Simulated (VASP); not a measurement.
# MnSi (P2_13) in VASP: single point with PBE

Aim: the single point of MnSi with PBE.

Everything below comes from runs of VASP 6.6.1. Logs are shortened: lines on timing, memory, paths and dates and some standing lists are left out, and cuts for length are marked.

## Step 1: The cell of the first run

It takes space group P2_13 (No. 198, cubic). The conventional cell has a = 4.518 Å, b = 4.518 Å, c = 4.518 Å, α = 90.00°, β = 90.00°, γ = 90.00°. Within 3.0 Å of Mn (site symmetry 3) lie 7 Si at 2.28 to 2.53 Å and 6 Mn at 2.77 Å. Si (site symmetry 3) has 7 Mn at 2.28 to 2.53 Å and 6 Si at 2.79 Å within 3.0 Å.

## Step 2: Single point, PBE, collinear spin, ferromagnetic start

Input file INCAR:

```
SYSTEM = MnSi
ALGO = Normal
EDIFF = 1E-6
ENCUT = 520
GGA = PE
ISIF = 2
ISMEAR = 0
ISPIN = 2
LASPH = .TRUE.
LCHARG = .TRUE.
LELF = .TRUE.
LMAXMIX = 4
LORBIT = 11
LREAL = .FALSE.
LVHAR = .TRUE.
LWAVE = .FALSE.
MAGMOM = 3.5 3.5 3.5 3.5 0 0 0 0
NBANDS = 48
NELM = 150
PREC = Accurate
SIGMA = 0.05
```

Input file KPOINTS:

```
k-points
0
G
  8 8 8
  0 0 0
```

Input file POSCAR:

```
MnSi
1.0
    4.5181925663      0.0000000000      0.0000000000
    0.0000000000      4.5181925663      0.0000000000
    0.0000000000      0.0000000000      4.5181925663
Mn Si
4 4
Direct
    0.1363674730      0.1363674730      0.1363674730
    0.3636325270      0.8636325270      0.6363674730
    0.6363674730      0.3636325270      0.8636325270
    0.8636325270      0.6363674730      0.3636325270
    0.8451638355      0.8451638355      0.8451638355
    0.6548361645      0.1548361645      0.3451638355
    0.3451638355      0.6548361645      0.1548361645
    0.1548361645      0.3451638355      0.6548361645
```

Potentials or basis: VASP PAW PBE potentials, release 64 (Mn_pv, Si).

Started as:

```bash
$ cat potpaw_PBE.64/Mn_pv/POTCAR potpaw_PBE.64/Si/POTCAR > POTCAR
$ mpirun -np 1 vasp_std > vasp.out
```

OUTCAR:

```text
SYSTEM = MnSi
   EDIFF = 1E-6
   ENCUT = 520
   GGA = PE
   ISIF = 2
   ISMEAR = 0
   ISPIN = 2
   LASPH = .TRUE.
   LORBIT = 11
   LREAL = .FALSE.
   NELM = 150
   PREC = Accurate

 ion  position               nearest neighbor table
   1  0.136  0.136  0.136-   5 2.28   6 2.37   7 2.37   8 2.37   7 2.53   8 2.53   6 2.53   3 2.77
                             4 2.77   2 2.77   2 2.77   4 2.77   3 2.77
   2  0.364  0.864  0.636-   6 2.28   5 2.37   7 2.37   8 2.37   7 2.53   8 2.53   5 2.53   1 2.77
                             1 2.77   3 2.77   3 2.77   4 2.77   4 2.77
   3  0.636  0.364  0.864-   7 2.28   6 2.37   5 2.37   8 2.37   8 2.53   6 2.53   5 2.53   1 2.77
                             4 2.77   2 2.77   2 2.77   4 2.77   1 2.77
   4  0.864  0.636  0.364-   8 2.28   6 2.37   7 2.37   5 2.37   6 2.53   5 2.53   7 2.53   1 2.77
                             3 2.77   2 2.77   1 2.77   2 2.77   3 2.77
   5  0.845  0.845  0.845-   1 2.28   2 2.37   3 2.37   4 2.37   3 2.53   4 2.53   2 2.53   6 2.79
                             7 2.79   8 2.79   6 2.79   8 2.79   7 2.79
   6  0.655  0.155  0.345-   2 2.28   1 2.37   3 2.37   4 2.37   3 2.53   4 2.53   1 2.53   8 2.79
                             5 2.79   5 2.79   7 2.79   7 2.79   8 2.79
   7  0.345  0.655  0.155-   3 2.28   2 2.37   1 2.37   4 2.37   4 2.53   2 2.53   1 2.53   8 2.79
                             5 2.79   8 2.79   6 2.79   6 2.79   5 2.79
   8  0.155  0.345  0.655-   4 2.28   2 2.37   3 2.37   1 2.37   2 2.53   1 2.53   3 2.53   7 2.79
                             5 2.79   7 2.79   5 2.79   6 2.79   6 2.79

  LATTYP: Found a simple cubic cell.
 ALAT       =     4.5181925663

  Lattice vectors:

 A1 = (   4.5181925663,   0.0000000000,   0.0000000000)
 A2 = (   0.0000000000,   4.5181925663,   0.0000000000)
 A3 = (   0.0000000000,   0.0000000000,   4.5181925663)

Analysis of symmetry for initial positions (statically):
=====================================================================
 Subroutine PRICEL returns:
 Original cell was already a primitive cell.

 Routine SETGRP: Setting up the symmetry group for a
 simple cubic supercell.

 Subroutine GETGRP returns: Found 12 space group operations
 (whereof  3 operations were pure point group operations)
 out of a pool of 48 trial point group operations.

The static configuration has the point symmetry C_3 .
 The point group associated with its full space group is T   .

Analysis of symmetry for dynamics (positions and initial velocities):
=====================================================================
 Subroutine PRICEL returns:
 Original cell was already a primitive cell.

 Routine SETGRP: Setting up the symmetry group for a
 simple cubic supercell.

 Subroutine GETGRP returns: Found 12 space group operations
 (whereof  3 operations were pure point group operations)
 out of a pool of 48 trial point group operations.

The dynamic configuration has the point symmetry C_3 .
 The point group associated with its full space group is T   .

[... 180 lines left out ...]
 fundamental gap:      0.0549711590
 Fermi energy:        11.1262234069

 spin component 1

 k-point     1 :       0.0000    0.0000    0.0000
  band No.  band energies     occupation
      1     -37.2747      1.00000
      2     -37.2747      1.00000
      3     -37.2747      1.00000
      4     -37.2012      1.00000
      5     -37.2012      1.00000
      6     -37.1966      1.00000
[... 1165 lines left out ...]
     45      15.2800      0.00000
     46      16.0779      0.00000

 [... further k-points ...]

 spin component 2

 k-point     1 :       0.0000    0.0000    0.0000
  band No.  band energies     occupation
      1     -36.2630      1.00000
      2     -36.2630      1.00000
      3     -36.2630      1.00000
      4     -36.1762      1.00000
      5     -36.0459      1.00000
      6     -36.0459      1.00000
[... 1165 lines left out ...]
     45      15.7498      0.00000
     46      16.4294      0.00000

 [... further k-points ...]

 [bands above 46 left out]

------------------------ aborting loop because EDIFF is reached ----------------------------------------

  FORCE on cell =-STRESS in cart. coord.  units (eV):
  Direction    XX          YY          ZZ          XY          YZ          ZX
  --------------------------------------------------------------------------------------
  -------------------------------------------------------------------------------------
  Total       -0.0205988     -0.0205988     -0.0205988     -0.0000000      0.0000000      0.0000000
  in kB       -0.3578143     -0.3578143     -0.3578143     -0.0000000      0.0000000      0.0000000
  external PRESSURE =      -0.3578143 kB  Pullay stress =       0.0000000 kB

 VOLUME and BASIS-vectors are now :
 -----------------------------------------------------------------------------
  energy-cutoff  :      520.00
  volume of cell :       92.23
      direct lattice vectors                 reciprocal lattice vectors
     4.518192566  0.000000000  0.000000000     0.221327441  0.000000000  0.000000000
     0.000000000  4.518192566  0.000000000     0.000000000  0.221327441  0.000000000
     0.000000000  0.000000000  4.518192566     0.000000000  0.000000000  0.221327441

 POSITION                                       TOTAL-FORCE (eV/Angst)
 -----------------------------------------------------------------------------------
      0.61613      0.61613      0.61613         0.008059      0.008059      0.008059
      1.64296      3.90206      2.87523        -0.008059     -0.008059      0.008059
      2.87523      1.64296      3.90206         0.008059     -0.008059     -0.008059
      3.90206      2.87523      1.64296        -0.008059      0.008059     -0.008059
      3.81861      3.81861      3.81861        -0.001384     -0.001384     -0.001384
      2.95868      0.69958      1.55952         0.001384      0.001384     -0.001384
      1.55952      2.95868      0.69958        -0.001384      0.001384      0.001384
      0.69958      1.55952      2.95868         0.001384     -0.001384      0.001384
 -----------------------------------------------------------------------------------
    total drift:                               -0.000001     -0.000001      0.000000

  FREE ENERGIE OF THE ION-ELECTRON SYSTEM (eV)
  ---------------------------------------------------
  free  energy   TOTEN  =       -61.4358882980 eV

  energy  without entropy=      -61.4325898285  energy(sigma->0) =      -61.43423906

 total charge

# of ion       s       p       d       tot
------------------------------------------
    1        0.334   6.388   5.289  12.011
    2        0.334   6.388   5.289  12.011
    3        0.334   6.388   5.289  12.011
    4        0.334   6.388   5.289  12.011
    5        0.744   0.905   0.000   1.649
    6        0.744   0.905   0.000   1.649
    7        0.744   0.905   0.000   1.649
    8        0.744   0.905   0.000   1.649
--------------------------------------------------
tot          4.310  29.176  21.156  54.642

 magnetization (x)

# of ion       s       p       d       tot
------------------------------------------
    1        0.001   0.007   1.044   1.052
    2        0.001   0.007   1.044   1.052
    3        0.001   0.007   1.044   1.052
    4        0.001   0.007   1.044   1.052
    5       -0.013  -0.036   0.000  -0.048
    6       -0.013  -0.036   0.000  -0.048
    7       -0.013  -0.036   0.000  -0.048
    8       -0.013  -0.036   0.000  -0.048
--------------------------------------------------
tot         -0.049  -0.113   4.177   4.016
```

OSZICAR:

```text
N       E                     dE             d eps       ncg     rms          rms(c)
DAV:   1     0.801625598258E+03    0.80163E+03   -0.36048E+04  8648   0.170E+03
DAV:   2    -0.727812361363E+01   -0.80890E+03   -0.76799E+03  8640   0.505E+02
DAV:   3    -0.653517685006E+02   -0.58074E+02   -0.55975E+02  9512   0.145E+02
DAV:   4    -0.669427987383E+02   -0.15910E+01   -0.15804E+01 10408   0.236E+01
DAV:   5    -0.669733305218E+02   -0.30532E-01   -0.30525E-01  9664   0.356E+00    0.392E+01
DAV:   6    -0.677113563312E+02   -0.73803E+00   -0.10030E+02  9776   0.763E+01    0.273E+01
DAV:   7    -0.615832325751E+02    0.61281E+01   -0.40247E+01  9304   0.500E+01    0.103E+01
DAV:   8    -0.614918654556E+02    0.91367E-01   -0.22122E+00  9880   0.823E+00    0.308E+00
DAV:   9    -0.614418309627E+02    0.50034E-01   -0.22577E-01 10096   0.338E+00    0.172E+00
DAV:  10    -0.614375538288E+02    0.42771E-02   -0.12150E-02  9456   0.734E-01    0.735E-01
DAV:  11    -0.614358468186E+02    0.17070E-02   -0.71462E-03  9816   0.453E-01    0.194E-01
DAV:  12    -0.614358697332E+02   -0.22915E-04   -0.66408E-04  9640   0.199E-01    0.109E-01
DAV:  13    -0.614358837625E+02   -0.14029E-04   -0.63399E-05  9696   0.511E-02    0.465E-02
DAV:  14    -0.614358892842E+02   -0.55217E-05   -0.13553E-05  9768   0.264E-02    0.145E-02
DAV:  15    -0.614358882980E+02    0.98623E-06   -0.22851E-06  6552   0.108E-02
   1 F= -.61435888E+02 E0= -.61434239E+02  d E =-.329847E-02  mag=     3.9729
```

Wall time 2.9 min (1 thread of Intel Xeon 6975P-C (Granite Rapids), shared host); peak memory 0.4 GiB.

What came out:

```
Free energy                                           : -61.4359 eV
Pressure                                              : 0.0 GPa
Largest force                                         : 0.014 eV/Å
Band gap on the k mesh                                : zero (filled and empty bands overlap)
Net moment                                            : 3.97 μB per cell
Site moments                                          : Mn +1.05; Si -0.05 μB
Valence electrons inside the program's atomic spheres : Mn 12.01; Si 1.65
```

Forces in eV/Å, atoms in the order of the input:
```
Mn   0.008  0.008  0.008
Mn  -0.008 -0.008  0.008
Mn   0.008 -0.008 -0.008
Mn  -0.008  0.008 -0.008
Si  -0.001 -0.001 -0.001
Si   0.001  0.001 -0.001
Si  -0.001  0.001  0.001
Si   0.001 -0.001  0.001
```
